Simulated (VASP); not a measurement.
Write the native input for VASP 6.6.1 that does the following.

```yaml
Task: relaxation of cell and atoms
Functional: PBEsol
Potentials_or_basis: VASP PAW PBE potentials, release 64 (Se, Ga_d)
Cutoff: 600 eV
k_mesh: 6 × 6 × 6
Occupations: fermi-dirac, width 0.05 eV
Spin: no spin polarisation
Dipole_correction: no
Further_INCAR_settings: ALGO = Normal; EDIFF = 1e-07; IBRION = 2; EDIFFG = -0.02; NSW = 80; ISIF = 3
```

The structure of Ga3Se lies in POSCAR:

```
Ga3Se
1.0
    4.4324650000      0.0000000000      0.0000000000
    0.0000000000      4.4324650000      0.0000000000
    0.0000000000      0.0000000000      4.4324650000
Se Ga
1 3
Direct
    0.0000000000      0.0000000000      0.0000000000
    0.5000000000      0.5000000000      0.0000000000
    0.5000000000      0.0000000000      0.5000000000
    0.0000000000      0.5000000000      0.5000000000
```

The input as run:

INCAR

```
PREC = Accurate
ENCUT = 600
EDIFF = 1E-7
ISMEAR = -1
SIGMA = 0.05
LREAL = False
LASPH = True
NELM = 60
ALGO = Normal
ISIF = 3
LWAVE = False
LCHARG = False
GGA = PS
IBRION = 2
NSW = 80
EDIFFG = -0.02
```

KPOINTS

```
Automatic mesh
0
Gamma
  6 6 6
```

Potentials or basis: VASP PAW PBE potentials, release 64 (Se, Ga_d).

Run with:

```sh
$ cat potpaw_PBE.64/Se/POTCAR potpaw_PBE.64/Ga_d/POTCAR > POTCAR
$ mpirun -np 1 vasp_std > vasp.out
```

It gave:

- Relaxed volume: 19.95 Å³/atom
- Relaxed cell: a = 4.305 Å, b = 4.305 Å, c = 4.305 Å, α = 90.00°, β = 90.00°, γ = 90.00°
- Space group after relaxing (to 0.1 Å): Pm-3m (No. 221)
- Energy gained by relaxing: 22.2 meV/atom
- Ionic steps: 3
- Pressure after relaxing: 0.0 GPa
- Band gap on the k mesh: zero (an odd number of electrons rules out a gap without spin polarisation)

Caveat: the PAW data sets were made with another functional, which shifts forces and pressure a little.

Run time: 3.4 min on 1 thread of Intel Xeon 8259CL, on a shared host, peak memory 0.24 GiB.
